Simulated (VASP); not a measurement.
# LiSi16 (a cell with a defect) in VASP: relaxation of the atoms with PBEsol

Aim: the relaxation of the atoms of LiSi16 (a cell with a defect) with PBEsol.

Everything below comes from runs of VASP 6.6.1. Logs are shortened: lines on timing, memory, paths and dates and some standing lists are left out, and cuts for length are marked.

**1. The cell of the first run**

The cell holds a defect, 17 atoms: a = 7.679 Å, b = 7.679 Å, c = 7.679 Å, α = 60.00°, β = 60.00°, γ = 60.00°.

**2. Relaxation of the atoms, PBEsol**

The input, INCAR:

```
SYSTEM = LiSi16
PREC = Accurate ; ENCUT = 520
EDIFF = 1E-6 ; ISMEAR = -1
SIGMA = 0.02 ; LREAL = Auto
LASPH = .True. ; NELM = 60
ALGO = Normal ; ISIF = 2
LWAVE = .False. ; LCHARG = .False.
GGA = PS ; IBRION = 2
NSW = 45 ; EDIFFG = -0.08
NELECT = 66.0
```

The input, KPOINTS:

```
regular mesh
0
Gamma
  2 2 2
  0 0 0
```

The input, POSCAR:

```
LiSi16
1.0
    0.0000000000      5.4300000000      5.4300000000
    5.4300000000      0.0000000000      5.4300000000
    5.4300000000      5.4300000000      0.0000000000
Si Li
16 1
Direct
    0.0000000000      0.0000000000      0.0000000000
    0.1250000000      0.1250000000      0.1250000000
    0.0000000000      0.0000000000      0.5000000000
    0.1250000000      0.1250000000      0.6250000000
    0.0000000000      0.5000000000      0.0000000000
    0.1250000000      0.6250000000      0.1250000000
    0.0000000000      0.5000000000      0.5000000000
    0.1250000000      0.6250000000      0.6250000000
    0.5000000000      0.0000000000      0.0000000000
    0.6250000000      0.1250000000      0.1250000000
    0.5000000000      0.0000000000      0.5000000000
    0.6250000000      0.1250000000      0.6250000000
    0.5000000000      0.5000000000      0.0000000000
    0.6250000000      0.6250000000      0.1250000000
    0.5000000000      0.5000000000      0.5000000000
    0.6250000000      0.6250000000      0.6250000000
    0.7510995000      0.2498785000      0.7484187000
```

Potentials or basis: VASP PAW PBE potentials, release 64 (Si, Li_sv).

Started as:

```
> cat potpaw_PBE.64/Si/POTCAR potpaw_PBE.64/Li_sv/POTCAR > POTCAR
> mpirun -np 1 vasp_std > vasp.out
```

OUTCAR:

```text
SYSTEM = LiSi16
   PREC = Accurate
   ENCUT = 520
   EDIFF = 1E-6
   ISMEAR = -1
   LREAL = Auto
   LASPH = .True.
   NELM = 60
   ISIF = 2
   GGA = PS
   IBRION = 2
   NSW = 45
   EDIFFG = -0.08
   NELECT = 66.0

 ion  position               nearest neighbor table
   1  0.000  0.000  0.000-   2 2.35   4 2.35   6 2.35  10 2.35  17 2.72
   2  0.125  0.125  0.125-   1 2.35   3 2.35   5 2.35   9 2.35
   3  0.000  0.000  0.500-   2 2.35   4 2.35   8 2.35  12 2.35  17 2.71
   4  0.125  0.125  0.625-  17 2.34   3 2.35   7 2.35  11 2.35   1 2.35
   5  0.000  0.500  0.000-   2 2.35   6 2.35   8 2.35  14 2.35
   6  0.125  0.625  0.125-   1 2.35   5 2.35   7 2.35  13 2.35
   7  0.000  0.500  0.500-   4 2.35   6 2.35   8 2.35  16 2.35  17 2.71
   8  0.125  0.625  0.625-   3 2.35   5 2.35   7 2.35  15 2.35
   9  0.500  0.000  0.000-   2 2.35  10 2.35  12 2.35  14 2.35  17 2.72
  10  0.625  0.125  0.125-   1 2.35   9 2.35  11 2.35  13 2.35  17 2.36
  11  0.500  0.000  0.500-   4 2.35  10 2.35  12 2.35  16 2.35
  12  0.625  0.125  0.625-  17 2.35   9 2.35  11 2.35  15 2.35   3 2.35
  13  0.500  0.500  0.000-   6 2.35  10 2.35  14 2.35  16 2.35  17 2.72
  14  0.625  0.625  0.125-   5 2.35   9 2.35  13 2.35  15 2.35
  15  0.500  0.500  0.500-   8 2.35  12 2.35  14 2.35  16 2.35  17 2.71
  16  0.625  0.625  0.625-   7 2.35  11 2.35  13 2.35  15 2.35  17 2.35
  17  0.751  0.250  0.748-   4 2.34  12 2.35  16 2.35  10 2.36   3 2.71   7 2.71  15 2.71   1 2.72
                             9 2.72  13 2.72

  LATTYP: Found a face centered cubic cell.
 ALAT       =    10.8600000000

  Lattice vectors:

 A1 = (   0.0000000000,   5.4300000000,   5.4300000000)
 A2 = (   5.4300000000,   0.0000000000,   5.4300000000)
 A3 = (   5.4300000000,   5.4300000000,   0.0000000000)

Analysis of symmetry for initial positions (statically):
=====================================================================
 Subroutine PRICEL returns:
 Original cell was already a primitive cell.

 Routine SETGRP: Setting up the symmetry group for a
 face centered cubic supercell.

 Subroutine GETGRP returns: Found  1 space group operations
 (whereof  1 operations were pure point group operations)
 out of a pool of 48 trial point group operations.

The static configuration has the point symmetry C_1 .

Analysis of symmetry for dynamics (positions and initial velocities):
[... 192 lines left out ...]
     5.430000000  5.430000000  0.000000000     0.092081031  0.092081031 -0.092081031

 POSITION                                       TOTAL-FORCE (eV/Angst)
 -----------------------------------------------------------------------------------
      0.00000      0.00000      0.00000         0.003197      0.338152     -0.003866
      1.35750      1.35750      1.35750         0.146034     -0.149235      0.149874
      2.71500      2.71500      0.00000        -0.349546     -0.001375     -0.000012
      4.07250      4.07250      1.35750        -0.540333      0.547723      0.542796
      2.71500      0.00000      2.71500         0.001646      0.000400     -0.000955
      4.07250      1.35750      4.07250        -0.149476     -0.147785     -0.145636
[... 9 lines left out ...]
      6.78750      6.78750      6.78750         0.533525     -0.526245      0.524496
      5.42075      8.14238      5.43531         0.043498      0.012820     -0.024604
 -----------------------------------------------------------------------------------
    total drift:                               -0.000299      0.001019      0.000366

  FREE ENERGIE OF THE ION-ELECTRON SYSTEM (eV)
  ---------------------------------------------------
  free  energy   TOTEN  =       -98.6505817294 eV

  energy  without entropy=      -98.6505810982  energy(sigma->0) =      -98.65058141

--------------------------------------- Ionic step        2  -------------------------------------------

 number of electron      65.9999998 magnetization

 Free energy of the ion-electron system (eV)
  ---------------------------------------------------
  ext. energy  EPLUGINS =         0.00000000
  ---------------------------------------------------
  free energy    TOTEN  =       -98.75856244 eV

  energy without entropy =      -98.75856129  energy(sigma->0) =      -98.75856187

 E-fermi :   6.2645     XC(G=0):  -9.5854

 val. band max:        6.0087853324   @ k =   0.0000   0.0000   0.0000
 cond. band min:       6.5193535579   @ k =   0.0000   0.0000   0.0000
 fundamental gap:      0.5105682255
 Fermi energy:         6.2644657920

 k-point     1 :       0.0000    0.0000    0.0000
  band No.  band energies     occupation
      1     -39.7576      2.00000
      2      -5.9935      2.00000
      3      -3.7172      2.00000
      4      -3.6663      2.00000
      5      -3.6662      2.00000
      6      -3.6659      2.00000
[... 349 lines left out ...]
     41       9.1110      0.00000
     42      10.1210      0.00000

------------------------ aborting loop because EDIFF is reached ----------------------------------------

  FORCE on cell =-STRESS in cart. coord.  units (eV):
  Direction    XX          YY          ZZ          XY          YZ          ZX
  --------------------------------------------------------------------------------------
  -------------------------------------------------------------------------------------
  Total       -4.5485158     -4.5489627     -4.5490698     -0.0225190      0.0386711      0.0108924
  in kB      -22.7588757    -22.7611121    -22.7616478     -0.1126755      0.1934940      0.0545011
  external PRESSURE =     -22.7605452 kB  Pullay stress =       0.0000000 kB

 VOLUME and BASIS-vectors are now :
 -----------------------------------------------------------------------------
  energy-cutoff  :      520.00
  volume of cell :      320.21
      direct lattice vectors                 reciprocal lattice vectors
     0.000000000  5.430000000  5.430000000    -0.092081031  0.092081031  0.092081031
     5.430000000  0.000000000  5.430000000     0.092081031 -0.092081031  0.092081031
     5.430000000  5.430000000  0.000000000     0.092081031  0.092081031 -0.092081031

 POSITION                                       TOTAL-FORCE (eV/Angst)
 -----------------------------------------------------------------------------------
      5.43015      0.01631      5.42981        -0.004929      0.075258      0.005148
      1.36455      1.35030      1.36473         0.020973     -0.022340      0.022498
      8.12814      2.71493      5.43000        -0.073667      0.001121      0.000676
      4.04643      4.09892      1.38369         0.009543     -0.010978     -0.010083
      2.71508      5.43002      8.14495         0.000911      0.000183     -0.000562
      4.06529      1.35037      4.06547        -0.022692     -0.022137     -0.021237
[... 9 lines left out ...]
      6.81324      6.76211      6.81280        -0.008162      0.006561     -0.006542
      5.42285      8.14300      5.43412         0.023285      0.006829     -0.013259
 -----------------------------------------------------------------------------------
    total drift:                                0.001693      0.001881     -0.000397

  FREE ENERGIE OF THE ION-ELECTRON SYSTEM (eV)
  ---------------------------------------------------
  free  energy   TOTEN  =       -98.7585624425 eV

  energy  without entropy=      -98.7585612916  energy(sigma->0) =      -98.75856187

 reached required accuracy - stopping structural energy minimisation
```

OSZICAR:

```text
N       E                     dE             d eps       ncg     rms          rms(c)
DAV:   1     0.185547938086E+03    0.18555E+03   -0.25565E+04   672   0.132E+03
[... 15 lines left out ...]
DAV:   1    -0.987471364569E+02   -0.96555E-01   -0.28950E+00   684   0.620E+00    0.919E-01
DAV:   2    -0.987601600547E+02   -0.13024E-01   -0.20644E-01   888   0.193E+00    0.302E-01
DAV:   3    -0.987584749323E+02    0.16851E-02   -0.10196E-02   720   0.405E-01    0.179E-01
DAV:   4    -0.987585503816E+02   -0.75449E-04   -0.22377E-03   800   0.165E-01    0.115E-01
DAV:   5    -0.987585723379E+02   -0.21956E-04   -0.17902E-04  1072   0.496E-02    0.205E-02
DAV:   6    -0.987585622242E+02    0.10114E-04   -0.45830E-05   740   0.254E-02    0.126E-02
DAV:   7    -0.987585624425E+02   -0.21835E-06   -0.88745E-06   888   0.101E-02
   2 F= -.98758562E+02 E0= -.98758562E+02  d E =-.107981E+00
```

CONTCAR:

```text
LiSi16
   1.00000000000000
     0.0000000000000000    5.4299999999999997    5.4299999999999997
     5.4299999999999997    0.0000000000000000    5.4299999999999997
     5.4299999999999997    5.4299999999999997    0.0000000000000000
  Si              Li
    16     1
Direct
     0.0014707757525915    0.9984948810188253    0.0015335237188022
     0.1243541178687562    0.1269774292437121    0.1243200073505417
     0.0015466009161602    0.9984532897110190    0.4984411818324041
     0.1322446269138699    0.1225778275313539    0.6226216030406432
     0.9999902224604025    0.5000012893433906    0.0000133315584098
     0.1243605616533610    0.6243455405955742    0.1243264435859766
[... 9 lines left out ...]
     0.6226221853679978    0.6320376813214699    0.6227024079177802
     0.7508539254119558    0.2499054767986544    0.7487781767925371

  0.00000000E+00  0.00000000E+00  0.00000000E+00
  0.00000000E+00  0.00000000E+00  0.00000000E+00
  0.00000000E+00  0.00000000E+00  0.00000000E+00
  0.00000000E+00  0.00000000E+00  0.00000000E+00
  0.00000000E+00  0.00000000E+00  0.00000000E+00
  0.00000000E+00  0.00000000E+00  0.00000000E+00
[... 9 lines left out ...]
  0.00000000E+00  0.00000000E+00  0.00000000E+00
  0.00000000E+00  0.00000000E+00  0.00000000E+00
```

Run time: 5.4 min. Hardware: 1 thread of Intel Xeon Platinum 8259CL at 2.50GHz (Skylake/Cascade Lake), shared host; peak memory 0.54 GiB.

Results:

| Property | Result |
| --- | --- |
| Free energy | -98.7586 eV |
| Energy gained by relaxing | 6.4 meV/atom |
| Ionic steps | 2 |
| Largest force after relaxing | 0.076 eV/Å |

Forces in eV/Å, atoms in the order of the input:
```
Si  -0.005  0.075  0.005
Si   0.021 -0.022  0.022
Si  -0.074  0.001  0.001
Si   0.010 -0.011 -0.010
Si   0.001  0.000 -0.001
Si  -0.023 -0.022 -0.021
Si  -0.002  0.003  0.074
Si   0.021  0.022 -0.022
Si  -0.004 -0.004 -0.076
Si  -0.003 -0.003  0.003
Si  -0.019 -0.005  0.011
Si   0.008  0.009  0.010
Si   0.076 -0.003  0.003
Si  -0.023  0.021  0.022
Si  -0.001 -0.075 -0.002
Si  -0.008  0.007 -0.007
Li   0.023  0.007 -0.013
```

Step by step:
| step | energy change (eV) | largest force (eV/Å) | pressure (GPa) |
| --- | --- | --- | --- |
| 1 | 0.0000 | 0.9416 | -2.21 |
| 2 | -0.1080 | 0.0763 | -2.28 |

Final structure:
```xyz
17
Lattice="0.0000 5.4300 5.4300 5.4300 0.0000 5.4300 5.4300 5.4300 0.0000" Properties=species:S:1:pos:R:3 pbc="T T T"
Si    5.4302    0.0163    5.4298
Si    1.3645    1.3503    1.3647
Si    8.1281    2.7149    5.4300
Si    4.0464    4.0989    1.3837
Si    2.7151    5.4300    8.1450
Si    4.0653    1.3504    4.0655
Si    5.4300    2.7149    2.7317
Si    6.7947    4.0798    4.0653
Si    5.4301    2.7152    8.1288
Si    1.3822    4.0970    4.0479
Si    8.1448    5.4300    8.1451
Si    4.0468    6.7616    4.0464
Si    2.7310    2.7151    5.4299
Si    4.0653    4.0795    6.7946
Si    5.4300    5.4134    5.4301
Si    6.8132    6.7621    6.8128
Li    5.4229    8.1430    5.4341
```

Caveat: the k points lie up to 0.50 Å⁻¹ apart; the cell carries a net charge on a neutralising background, which shifts energy and pressure; the cell is charged against a uniform background, so pressure and absolute levels hang on convention; the cutoff is under 1.25 times the usual one of these potentials, so pressure, stress and relaxed cells hold a basis-set (Pulay) error; the PAW data sets were made with another functional, which shifts forces and pressure a little; the relaxation stopped at a loose force limit of 0.08 eV/Å, so its end isn't a converged minimum.
